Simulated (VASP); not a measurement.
# HfZrS4 (P2/m) in VASP: settings compared, part 2 of 3

VASP 6.6.1. Earlier steps stand in the parts before.

## Step 3: Single point, PBE

This run uses another cell than the first one, of 25.25 Å³/atom.

Contents of INCAR:

```
PREC     = Accurate       # precision mode
ENCUT    = 520            # plane-wave cutoff, eV
EDIFF    = 1E-7           # SCF threshold, eV
ISMEAR   = 0              # smearing method
SIGMA    = 0.1            # smearing width, eV
LREAL    = False          # projectors in reciprocal space
LASPH    = True           # aspherical terms in the spheres
NELM     = 60             # most SCF steps
ALGO     = Normal         # electronic algorithm
ISIF     = 2              # what is computed and relaxed
LWAVE    = False          # write WAVECAR
LCHARG   = False          # write CHGCAR
GGA      = PE             # functional
NBANDS   = 32             # bands
```

Contents of KPOINTS:

```
Automatic mesh
0
Gamma
  4 6 4
```

Contents of POSCAR:

```
HfZrS4
1.0
    6.4961898889      0.0000000000     -0.0001885198
    0.0000000000      3.6717701779      0.0000000000
   -0.0001995227      0.0000000000      6.3514281915
Zr Hf S
1 1 4
Direct
    0.0000000000      0.5000000000      0.5000000000
    0.0000000000      0.0000000000      0.0000000000
    0.2224795194      0.5000000000      0.8356433531
    0.2229158821      0.0000000000      0.3311624758
    0.7770841179      0.0000000000      0.6688375242
    0.7775204806      0.5000000000      0.1643566469
```

Potentials or basis: VASP PAW PBE potentials, release 64 (Zr_sv, Hf_pv, S).

Started as:

```console
cat potpaw_PBE.64/Zr_sv/POTCAR potpaw_PBE.64/Hf_pv/POTCAR potpaw_PBE.64/S/POTCAR > POTCAR
mpirun -np 1 vasp_std > vasp.out
```

OUTCAR:

```text
PREC = Accurate
   ENCUT = 520
   EDIFF = 1E-7
   ISMEAR = 0
   LREAL = False
   LASPH = True
   NELM = 60
   ISIF = 2
   GGA = PE

 ion  position               nearest neighbor table
   1  0.000  0.500  0.500-   4 2.57   5 2.57   4 2.57   5 2.57   3 2.58   6 2.58   2 3.67   2 3.67
                             2 3.67   2 3.67
   2  0.000  0.000  0.000-   4 2.55   5 2.55   3 2.56   6 2.56   3 2.56   6 2.56   1 3.67   1 3.67
                             1 3.67   1 3.67
   3  0.222  0.500  0.836-   2 2.56   2 2.56   1 2.58
   4  0.223  0.000  0.331-   2 2.55   1 2.57   1 2.57
   5  0.777  0.000  0.669-   2 2.55   1 2.57   1 2.57
   6  0.778  0.500  0.164-   2 2.56   2 2.56   1 2.58

  LATTYP: Found a simple monoclinic cell.
 ALAT       =     6.3514281946
 B/A-ratio  =     0.5781015018
 C/A-ratio  =     1.0227919914
 COS(beta)  =    -0.0000604339

  Lattice vectors:

 A1 = (  -0.0001995227,   0.0000000000,   6.3514281915)
 A2 = (   0.0000000000,  -3.6717701779,   0.0000000000)
 A3 = (   6.4961898889,   0.0000000000,  -0.0001885198)

Analysis of symmetry for initial positions (statically):
=====================================================================
 Subroutine PRICEL returns:
 Original cell was already a primitive cell.

 Routine SETGRP: Setting up the symmetry group for a
 simple monoclinic supercell.

 Subroutine GETGRP returns: Found  4 space group operations
 (whereof  4 operations were pure point group operations)
 out of a pool of  4 trial point group operations.

The static configuration has the point symmetry C_2h.

Analysis of symmetry for dynamics (positions and initial velocities):
=====================================================================
 Subroutine PRICEL returns:
 Original cell was already a primitive cell.

 Routine SETGRP: Setting up the symmetry group for a
 simple monoclinic supercell.

 Subroutine GETGRP returns: Found  4 space group operations
[... 131 lines left out ...]
     AMIX_MAG =   1.60;   BMIX_MAG =  1.00
  volume/ion in A,a.u.               =      25.25       170.39
  Fermi-wavevector in a.u.,A,eV,Ry     =   1.100337  2.079335 16.473128  1.210741
  Thomas-Fermi vector in A             =   2.236746
   LORBIT       =      0    0 simple, 1 ext, 2 COOP (PROOUT), +10 PAW based schemes
   GGA     = PE    functional components
   LHFCALC =     F    Hartree Fock is set to
   AEXX    =    0.0000 exact exchange contribution
   IVDW    =     0    specifies the selected vdW correction
   LEPSILON=     F    determine dielectric tensor
   LRPA    =     F    only Hartree local field effects (RPA)
 non-spin polarized calculation
 Gauss-broadening in eV      SIGMA  =   0.10
  energy-cutoff  :      520.00
  volume of cell :      151.50
 maximum number of plane-waves:      4112
   NGX = 25   NGY = 13   NGZ = 23

 number of electron      46.0000006 magnetization

 Free energy of the ion-electron system (eV)
  ---------------------------------------------------
  ext. energy  EPLUGINS =         0.00000000
  ---------------------------------------------------
  free energy    TOTEN  =       -44.36061878 eV

  energy without entropy =      -44.36061878  energy(sigma->0) =      -44.36061878

 E-fermi :   3.1800     XC(G=0):  -8.9219

 val. band max:        2.7376985629   @ k =   0.0000   0.0000   0.0000
 cond. band min:       3.8632252672   @ k =   0.5000   0.5000   0.5000
 fundamental gap:      1.1255267043
 Fermi energy:         3.1799599639

 k-point     1 :       0.0000    0.0000    0.0000
  band No.  band energies     occupation
      1     -46.1993      2.00000
      2     -27.9131      2.00000
      3     -27.8986      2.00000
      4     -27.8347      2.00000
      5     -24.2390      2.00000
      6     -24.2303      2.00000
[... 829 lines left out ...]
     31       8.1010      0.00000
     32       8.1323      0.00000

 [... further k-points ...]

------------------------ aborting loop because EDIFF is reached ----------------------------------------

  FORCE on cell =-STRESS in cart. coord.  units (eV):
  Direction    XX          YY          ZZ          XY          YZ          ZX
  --------------------------------------------------------------------------------------
  -------------------------------------------------------------------------------------
  Total       -0.0826633     -0.2776874     -0.2631200      0.0000000      0.0000000      0.0033561
  in kB       -0.8742137     -2.9367110     -2.7826514      0.0000000      0.0000000      0.0354923
  external PRESSURE =      -2.1978587 kB  Pullay stress =       0.0000000 kB

 VOLUME and BASIS-vectors are now :
 -----------------------------------------------------------------------------
  energy-cutoff  :      520.00
  volume of cell :      151.50
      direct lattice vectors                 reciprocal lattice vectors
     6.496189889  0.000000000 -0.000188520     0.153936387  0.000000000  0.000004836
     0.000000000  3.671770178  0.000000000     0.000000000  0.272348200  0.000000000
    -0.000199523  0.000000000  6.351428192     0.000004569  0.000000000  0.157444904

 POSITION                                       TOTAL-FORCE (eV/Angst)
 -----------------------------------------------------------------------------------
     -0.00010      1.83589      3.17571        -0.000000     -0.000000      0.000000
      0.00000      0.00000      0.00000        -0.000000     -0.000000      0.000000
      1.44510      1.83589      5.30749        -0.048411      0.000000      0.035186
      1.44804      0.00000      2.10331        -0.023239     -0.000000     -0.034178
      5.04795      0.00000      4.24793         0.023239     -0.000000      0.034178
      5.05089      1.83589      1.04375         0.048411     -0.000000     -0.035186
 -----------------------------------------------------------------------------------
    total drift:                               -0.000000     -0.000000      0.000000

  FREE ENERGIE OF THE ION-ELECTRON SYSTEM (eV)
  ---------------------------------------------------
  free  energy   TOTEN  =       -44.3606187757 eV

  energy  without entropy=      -44.3606187757  energy(sigma->0) =      -44.36061878
```

OSZICAR:

```text
N       E                     dE             d eps       ncg     rms          rms(c)
DAV:   1     0.315446858345E+03    0.31545E+03   -0.21963E+04  2592   0.128E+03
DAV:   2    -0.226792575252E+02   -0.33813E+03   -0.32536E+03  3264   0.314E+02
DAV:   3    -0.468751039200E+02   -0.24196E+02   -0.23955E+02  3872   0.718E+01
DAV:   4    -0.483676893476E+02   -0.14926E+01   -0.14898E+01  4312   0.146E+01
DAV:   5    -0.484403385766E+02   -0.72649E-01   -0.72647E-01  3600   0.207E+00    0.502E+01
DAV:   6    -0.444800535850E+02    0.39603E+01   -0.10074E+01  3008   0.142E+01    0.344E+01
DAV:   7    -0.443635697537E+02    0.11648E+00   -0.22880E+00  3784   0.656E+00    0.127E+01
DAV:   8    -0.443755737192E+02   -0.12004E-01   -0.23614E-01  3360   0.221E+00    0.171E+00
DAV:   9    -0.443602828940E+02    0.15291E-01   -0.60681E-02  3408   0.111E+00    0.881E-01
DAV:  10    -0.443606308500E+02   -0.34796E-03   -0.12303E-02  3368   0.470E-01    0.553E-01
DAV:  11    -0.443605776401E+02    0.53210E-04   -0.30722E-04  3336   0.880E-02    0.118E-01
DAV:  12    -0.443606114818E+02   -0.33842E-04   -0.17724E-04  3392   0.656E-02    0.365E-02
DAV:  13    -0.443606153692E+02   -0.38875E-05   -0.18614E-05  3400   0.202E-02    0.104E-02
DAV:  14    -0.443606177290E+02   -0.23598E-05   -0.23163E-06  3440   0.784E-03    0.345E-03
DAV:  15    -0.443606187097E+02   -0.98063E-06   -0.12209E-06  3160   0.529E-03    0.265E-03
DAV:  16    -0.443606187757E+02   -0.66027E-07   -0.11348E-07  2528   0.157E-03
   1 F= -.44360619E+02 E0= -.44360619E+02  d E =-.391289E-11
```

stdout:

```text
POSCAR found type information on POSCAR ZrHfS
 POSCAR found :  3 types and       6 ions
 scaLAPACK will be used
 LDA part: xc-table for (Slater+PW92), standard interpolation
 POSCAR, INCAR and KPOINTS ok, starting setup
 FFT: planning ... GRIDC
 FFT: planning ... GRID_SOFT
 FFT: planning ... GRID
 WAVECAR not read
 entering main loop
```

Run time: 9.9 min. Hardware: 1 thread of Intel Xeon 8259CL, shared host; peak memory 0.36 GiB.

Results:

```yaml
Free_energy: -44.3606 eV
Pressure: -0.2 GPa
Largest_force: 0.060 eV/Å
Band_gap_on_the_k_mesh: 1.13 eV (least direct gap 1.18 eV)
```

Forces in eV/Å, atoms in the order of the input:
```
Zr   0.000  0.000  0.000
Hf   0.000  0.000  0.000
S   -0.048  0.000  0.035
S   -0.023  0.000 -0.034
S    0.023  0.000  0.034
S    0.048  0.000 -0.035
```

Caveat: spin-orbit coupling is left out, which moves the levels of the heavy elements; this functional lacks dispersion, which binds layers or chains, so the pressure and a relaxed spacing across them are unreliable. A k mesh can miss the band edges.

## Step 4: Single point, PBE

This run uses another cell than the first one, of 26.36 Å³/atom.

Contents of INCAR:

```
PREC = Accurate
ENCUT = 520
EDIFF = 1E-6
ISMEAR = 0
SIGMA = 0.02
LREAL = False
LASPH = True
NELM = 100
ALGO = Normal
ISIF = 2
LWAVE = False
LCHARG = True
GGA = PE
LELF = True
LVHAR = True
NBANDS = 32
```

Contents of KPOINTS:

```
Automatic mesh
0
Gamma
  4 8 4
```

Contents of POSCAR:

```
HfZrS4
1.0
    6.3522432674      0.0000000000      0.0013853893
    0.0000000000      3.6686850397      0.0000000000
    0.0010243246      0.0000000000      6.7870888084
Zr Hf S
1 1 4
Direct
    0.5000000000      0.5000000000      0.0000000000
    0.0000000000      0.0000000000      0.0000000000
    0.8355081919      0.5000000000      0.2130544352
    0.3309752015      0.0000000000      0.2135046426
    0.6690247985      0.0000000000      0.7864953574
    0.1644918081      0.5000000000      0.7869455648
```

Started as:

```console
cat potpaw_PBE.64/Zr_sv/POTCAR potpaw_PBE.64/Hf_pv/POTCAR potpaw_PBE.64/S/POTCAR > POTCAR
mpirun -np 1 vasp_std > vasp.out
```

It took 13 min on 1 thread of Intel Xeon 8259CL, shared host; peak memory 0.4 GiB.

Results (log left out):

| Property | Result |
| --- | --- |
| Free energy | -44.3695 eV |
| Pressure | -0.2 GPa |
| Largest force | 0.053 eV/Å |
| Band gap on the k mesh | 1.14 eV (least direct gap 1.18 eV) |

Forces on the atoms (eV/Å):
```
Zr   0.000  0.000  0.000
Hf   0.000  0.000  0.000
S    0.034  0.000 -0.040
S   -0.032  0.000 -0.017
S    0.032  0.000  0.017
S   -0.034  0.000  0.040
```

Levels at points of the mesh, in eV from the valence-band top:
| k point | band 19 | band 20 | band 21 | band 22 | band 23 | band 24 | band 25 | band 26 | band 27 | band 28 |
| --- | --- | --- | --- | --- | --- | --- | --- | --- | --- | --- |
| (0.00, 0.00, 0.00) | -1.35 | -1.02 | -0.43 | 0.00 | 0.00 | 1.26 | 1.85 | 1.91 | 2.55 | 3.72 |
| (0.50, 0.00, 0.00) | -2.28 | -0.89 | -0.84 | -0.38 | -0.35 | 1.50 | 1.78 | 2.81 | 3.12 | 3.33 |
| (0.00, 0.50, 0.00) | -2.07 | -2.07 | -1.93 | -1.17 | -1.04 | 2.22 | 2.66 | 2.85 | 3.28 | 3.48 |
| (0.50, 0.50, 0.00) | -2.18 | -1.36 | -1.35 | -1.04 | -0.98 | 1.23 | 1.32 | 3.46 | 3.75 | 3.94 |
| (0.00, 0.00, 0.50) | -1.17 | -1.03 | -0.97 | -0.02 | -0.02 | 1.16 | 1.85 | 1.90 | 2.76 | 3.72 |
| (0.50, 0.00, 0.50) | -2.16 | -0.89 | -0.84 | -0.59 | -0.55 | 1.45 | 1.73 | 2.82 | 3.31 | 3.35 |
| (0.00, 0.50, 0.50) | -1.97 | -1.94 | -1.88 | -1.17 | -1.06 | 2.24 | 2.63 | 2.68 | 3.04 | 3.50 |
| (0.50, 0.50, 0.50) | -2.15 | -1.06 | -1.04 | -0.97 | -0.92 | 1.14 | 1.21 | 3.46 | 3.75 | 3.93 |

Caveat: spin-orbit coupling is left out, which moves the levels of the heavy elements; this functional lacks dispersion, which binds layers or chains, so the pressure and a relaxed spacing across them are unreliable. A k mesh can miss the band edges.

(Part 2 of 3 ends here.)
